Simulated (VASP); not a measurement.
# C (Fmmm) in VASP: notebook, part 3 of 3

VASP 6.6.1. The steps go on from the part before.

**5. Electric field gradients, PBEsol (8.66 Å³/atom)**

This run uses another cell than the first one, of 8.66 Å³/atom.

INCAR reads:

```
PREC = Accurate ; ENCUT = 520
EDIFF = 1E-8 ; ISMEAR = -1
SIGMA = 0.05 ; LREAL = False
LASPH = True ; NELM = 80
ALGO = Normal ; ISIF = 2
LWAVE = False ; LCHARG = False
GGA = PS ; LEFG = True
NBANDS = 11
```

KPOINTS reads:

```
Automatic mesh
0
Gamma
  18 18 18
```

POSCAR reads:

```
C
1.0
    0.0000000000      2.1198862345      3.3368025920
    1.2238929459      0.0000000000      3.3368025920
    1.2238929459      2.1198862345      0.0000000000
C
2
Direct
    0.1666700000      0.8333300000      0.1666700000
    0.8333300000      0.1666700000      0.8333300000
```

Potentials or basis: VASP PAW PBE potentials, release 64 (C).

The run is started by

```
$ cat potpaw_PBE.64/C/POTCAR > POTCAR
$ mpirun -np 1 vasp_std > vasp.out
```

OUTCAR:

```text
PREC = Accurate
   ENCUT = 520
   EDIFF = 1E-8
   ISMEAR = -1
   LREAL = False
   LASPH = True
   NELM = 80
   ISIF = 2
   GGA = PS

 ion  position               nearest neighbor table
   1  0.167  0.833  0.167-   2 1.41   2 1.41   2 1.41
   2  0.833  0.167  0.833-   1 1.41   1 1.41   1 1.41

  LATTYP: Found a face centered orthorhombic cell.
 ALAT       =     2.4477858918
 B/A-ratio  =     1.7320846906
 C/A-ratio  =     2.7263843649

  Lattice vectors:

 A1 = (   0.0000000000,   2.1198862345,   3.3368025920)
 A2 = (   1.2238929459,   0.0000000000,   3.3368025920)
 A3 = (   1.2238929459,   2.1198862345,   0.0000000000)

Analysis of symmetry for initial positions (statically):
=====================================================================
 Subroutine PRICEL returns:
 Original cell was already a primitive cell.

 Routine SETGRP: Setting up the symmetry group for a
 face centered orthorhombic supercell.

 Subroutine GETGRP returns: Found  8 space group operations
 (whereof  8 operations were pure point group operations)
 out of a pool of  8 trial point group operations.

The static configuration has the point symmetry D_2h.

Analysis of symmetry for dynamics (positions and initial velocities):
=====================================================================
 Subroutine PRICEL returns:
 Original cell was already a primitive cell.

 Routine SETGRP: Setting up the symmetry group for a
 face centered orthorhombic supercell.

 Subroutine GETGRP returns: Found  8 space group operations
 (whereof  8 operations were pure point group operations)
 out of a pool of  8 trial point group operations.

[... 479 lines left out ...]
      1     -13.1479      2.00000
      2      -3.3147      2.00000
      3      -0.5264      2.00000
      4       0.0013      2.00000
      5      10.9728      0.00000
      6      11.4239      0.00000
      7      12.9641      0.00000
      8      19.4071      0.00000
      9      21.2983      0.00000
     10      23.0553      0.00000
     11      28.1366      0.00000

 [... further k-points ...]

------------------------ aborting loop because EDIFF is reached ----------------------------------------

  FORCE on cell =-STRESS in cart. coord.  units (eV):
  Direction    XX          YY          ZZ          XY          YZ          ZX
  --------------------------------------------------------------------------------------
  -------------------------------------------------------------------------------------
  Total        0.7532750      0.6953340      0.1959295      0.0000000      0.0000000      0.0000000
  in kB       69.7023899     64.3409585     18.1298356      0.0000000      0.0000000      0.0000000
  external PRESSURE =      50.7243947 kB  Pullay stress =       0.0000000 kB

 VOLUME and BASIS-vectors are now :
 -----------------------------------------------------------------------------
  energy-cutoff  :      520.00
  volume of cell :       17.31
      direct lattice vectors                 reciprocal lattice vectors
     0.000000000  2.119886235  3.336802592    -0.408532463  0.235861714  0.149844046
     1.223892946  0.000000000  3.336802592     0.408532463 -0.235861714  0.149844046
     1.223892946  2.119886235  0.000000000     0.408532463  0.235861714 -0.149844046

 POSITION                                       TOTAL-FORCE (eV/Angst)
 -----------------------------------------------------------------------------------
      1.22389      0.70664      3.33680         0.000000      0.004085      0.000000
      1.22389      3.53313      3.33680         0.000000     -0.004085      0.000000
 -----------------------------------------------------------------------------------
    total drift:                               -0.000000     -0.000000     -0.000000

  FREE ENERGIE OF THE ION-ELECTRON SYSTEM (eV)
  ---------------------------------------------------
  free  energy   TOTEN  =       -19.2769757985 eV

  energy  without entropy=      -19.2767682998  energy(sigma->0) =      -19.27687205

 Electric field gradients (V/A^2)
---------------------------------------------------------------------
 ion       V_xx      V_yy      V_zz      V_xy      V_xz      V_yz
---------------------------------------------------------------------
   1     -16.230   -16.188    32.418    -0.000     0.001     0.000
   2     -16.230   -16.188    32.418    -0.000     0.001     0.000
---------------------------------------------------------------------

 Electric field gradients after diagonalization (V/A^2)
 (convention: |V_zz| > |V_xx| > |V_yy|)
----------------------------------------------------------------------
 ion       V_xx      V_yy      V_zz     asymmetry (V_yy - V_xx)/ V_zz
----------------------------------------------------------------------
   1     -16.230   -16.188    32.418       0.001
   2     -16.230   -16.188    32.418       0.001
----------------------------------------------------------------------

           NMR quadrupolar parameters

 Cq : quadrupolar parameter    Cq=e*Q*V_zz/h
 eta: asymmetry parameters     (V_yy - V_xx)/ V_zz
 Q  : nuclear electric quadrupole moment in mb (millibarn)
----------------------------------------------------------------------
 ion       Cq(MHz)       eta       Q (mb)
----------------------------------------------------------------------
   1       0.078       0.001       1.000
   2       0.078       0.001       1.000
----------------------------------------------------------------------
```

stdout:

```text
POSCAR found type information on POSCAR C
 POSCAR found :  1 types and       2 ions
 scaLAPACK will be used
 -----------------------------------------------------------------------------
|                                                                             |
|                                                                             |
|     You enforced a specific xc type in the INCAR file but a different       |
|     I HOPE YOU KNOW WHAT YOU ARE DOING!                                     |
|                                                                             |
 -----------------------------------------------------------------------------

 LDA part: xc-table for (Slater+PW92), standard interpolation
 POSCAR, INCAR and KPOINTS ok, starting setup
 FFT: planning ... GRIDC
 FFT: planning ... GRID_SOFT
 FFT: planning ... GRID
 WAVECAR not read
 entering main loop
ion   1

ion   2
```

Run time: 86 s. Hardware: 1 thread of Intel Xeon 6975P-C (Granite Rapids), shared host; peak memory 0.24 GiB.

Results:

| Property | Result |
| --- | --- |
| Free energy | -19.2770 eV |
| Pressure | 5.1 GPa |
| Largest force | 0.004 eV/Å |
| Largest electric field gradient by atom | C +32.4 V/Å² |

Forces on the atoms (eV/Å):
```
C    0.000  0.004  0.000
C    0.000 -0.004  0.000
```

Electric field gradients, principal values (V/Å²):
```csv
atom,least,middle,greatest (by size)
1 C,-16.188,-16.230,32.418
2 C,-16.188,-16.230,32.418
```

Caveat: the cell stands under pressure; this functional lacks dispersion, which binds the layers, so the pressure and a relaxed spacing across them are unreliable; without QUAD_EFG the Cq values of the log hold for a quadrupole moment of 1 mb, not for the nuclei; the PAW data sets were made with another functional, which shifts forces and pressure a little.

**6. Electric field gradients, PBEsol (8.92 Å³/atom)**

This run uses another cell than the first one, of 8.92 Å³/atom.

INCAR reads:

```
SYSTEM = C
PREC = Accurate
ENCUT = 520
EDIFF = 1E-8
ISMEAR = -1
SIGMA = 0.05
LREAL = .False.
LASPH = .True.
NELM = 100
ALGO = Normal
ISIF = 2
LWAVE = .False.
LCHARG = .False.
GGA = PS
LEFG = .True.
NBANDS = 11
```

KPOINTS reads:

```
Automatic mesh
0
Gamma
  18 18 18
  0 0 0
```

POSCAR reads:

```
C
1.0
    0.0000000000      2.1410865032      3.3701728316
    1.2361326873      0.0000000000      3.3701728316
    1.2361326873      2.1410865032      0.0000000000
C
2
Direct
    0.1666700000      0.8333300000      0.1666700000
    0.8333300000      0.1666700000      0.8333300000
```

Potentials or basis: VASP PAW PBE potentials, release 64 (C).

The run is started by

```
$ cat potpaw_PBE.64/C/POTCAR > POTCAR
$ mpirun -np 1 vasp_std > vasp.out
```

OUTCAR:

```text
SYSTEM = C
   PREC = Accurate
   ENCUT = 520
   EDIFF = 1E-8
   ISMEAR = -1
   LREAL = .False.
   LASPH = .True.
   NELM = 100
   ISIF = 2
   GGA = PS

 ion  position               nearest neighbor table
   1  0.167  0.833  0.167-   2 1.43   2 1.43   2 1.43
   2  0.833  0.167  0.833-   1 1.43   1 1.43   1 1.43

  LATTYP: Found a face centered orthorhombic cell.
 ALAT       =     2.4722653746
 B/A-ratio  =     1.7320846906
 C/A-ratio  =     2.7263843649

  Lattice vectors:

 A1 = (   0.0000000000,   2.1410865032,   3.3701728316)
 A2 = (   1.2361326873,   0.0000000000,   3.3701728316)
 A3 = (   1.2361326873,   2.1410865032,   0.0000000000)

Analysis of symmetry for initial positions (statically):
=====================================================================
 Subroutine PRICEL returns:
 Original cell was already a primitive cell.

 Routine SETGRP: Setting up the symmetry group for a
 face centered orthorhombic supercell.
[... 525 lines left out ...]
  volume of cell :       17.84
      direct lattice vectors                 reciprocal lattice vectors
     0.000000000  2.141086503  3.370172832    -0.404487322  0.233526296  0.148360344
     1.236132687  0.000000000  3.370172832     0.404487322 -0.233526296  0.148360344
     1.236132687  2.141086503  0.000000000     0.404487322  0.233526296 -0.148360344

 POSITION                                       TOTAL-FORCE (eV/Angst)
 -----------------------------------------------------------------------------------
      1.23613      0.71371      3.37017         0.000000      0.004000      0.000000
      1.23613      3.56846      3.37017         0.000000     -0.004000      0.000000
 -----------------------------------------------------------------------------------
    total drift:                               -0.000000     -0.000000     -0.000000

  FREE ENERGIE OF THE ION-ELECTRON SYSTEM (eV)
  ---------------------------------------------------
  free  energy   TOTEN  =       -19.2797950383 eV

  energy  without entropy=      -19.2795778646  energy(sigma->0) =      -19.27968645

 Electric field gradients (V/A^2)
---------------------------------------------------------------------
 ion       V_xx      V_yy      V_zz      V_xy      V_xz      V_yz
---------------------------------------------------------------------
   1     -15.396   -15.356    30.752    -0.000     0.001     0.000
   2     -15.396   -15.356    30.752    -0.000     0.001     0.000
---------------------------------------------------------------------

 Electric field gradients after diagonalization (V/A^2)
 (convention: |V_zz| > |V_xx| > |V_yy|)
----------------------------------------------------------------------
 ion       V_xx      V_yy      V_zz     asymmetry (V_yy - V_xx)/ V_zz
----------------------------------------------------------------------
   1     -15.396   -15.356    30.752       0.001
   2     -15.396   -15.356    30.752       0.001
----------------------------------------------------------------------

           NMR quadrupolar parameters

 Cq : quadrupolar parameter    Cq=e*Q*V_zz/h
 eta: asymmetry parameters     (V_yy - V_xx)/ V_zz
 Q  : nuclear electric quadrupole moment in mb (millibarn)
----------------------------------------------------------------------
 ion       Cq(MHz)       eta       Q (mb)
----------------------------------------------------------------------
   1       0.074       0.001       1.000
   2       0.074       0.001       1.000
----------------------------------------------------------------------
```

stdout:

```text
POSCAR found type information on POSCAR C
 POSCAR found :  1 types and       2 ions
 scaLAPACK will be used
 -----------------------------------------------------------------------------
|                                                                             |
|                                                                             |
|     You enforced a specific xc type in the INCAR file but a different       |
|     I HOPE YOU KNOW WHAT YOU ARE DOING!                                     |
|                                                                             |
 -----------------------------------------------------------------------------

 LDA part: xc-table for (Slater+PW92), standard interpolation
 POSCAR, INCAR and KPOINTS ok, starting setup
 FFT: planning ... GRIDC
 FFT: planning ... GRID_SOFT
 FFT: planning ... GRID
 WAVECAR not read
 entering main loop
ion   1

ion   2
```

Run time: 81 s. Hardware: 1 thread of Intel Xeon 6975P-C (Granite Rapids), shared host; peak memory 0.24 GiB.

What came out:

- Free energy: -19.2798 eV
- Pressure: -3.4 GPa
- Largest force: 0.004 eV/Å
- Largest electric field gradient by atom: C +30.8 V/Å²

Forces in eV/Å, atoms in the order of the input:
```
C    0.000  0.004  0.000
C    0.000 -0.004  0.000
```

Electric field gradients, principal values (V/Å²):
```csv
atom,least,middle,greatest (by size)
1 C,-15.356,-15.396,30.752
2 C,-15.356,-15.396,30.752
```

Caveat: the cell stands under tension; this functional lacks dispersion, which binds the layers, so the pressure and a relaxed spacing across them are unreliable; without QUAD_EFG the Cq values of the log hold for a quadrupole moment of 1 mb, not for the nuclei; the PAW data sets were made with another functional, which shifts forces and pressure a little.

**7. Overview**

| cell | pressure (GPa) |
| --- | --- |
| a = 3.913, b = 3.518, c = 2.423 Å, angles 80.1, 62.3, 37.6°, 2 atoms | 14.8 |
| a = 3.882, b = 3.472, c = 2.456 Å, angles 79.8, 61.7, 38.5°, 2 atoms | 2.5 |
| a = 3.953, b = 3.554, c = 2.448 Å, angles 80.1, 62.3, 37.6°, 2 atoms | 5.1 |
| a = 3.993, b = 3.590, c = 2.472 Å, angles 80.1, 62.3, 37.6°, 2 atoms | -3.4 |

Alike in all rows: task electric field gradients; level PBEsol; potentials or basis VASP PAW PBE potentials, release 64 (C); no spin polarisation; k mesh 18 × 18 × 18; cutoff (eV) 520; smearing fermi-dirac 0.05 eV.

Caveats: this functional lacks dispersion, which binds the layers, so the pressure and a relaxed spacing across them are unreliable; the PAW data sets were made with another functional, which shifts forces and pressure a little; the cell stands under pressure (at least some runs); the cell stands under tension (at least some runs).

Absolute energies hang on the potentials; compare differences alone.
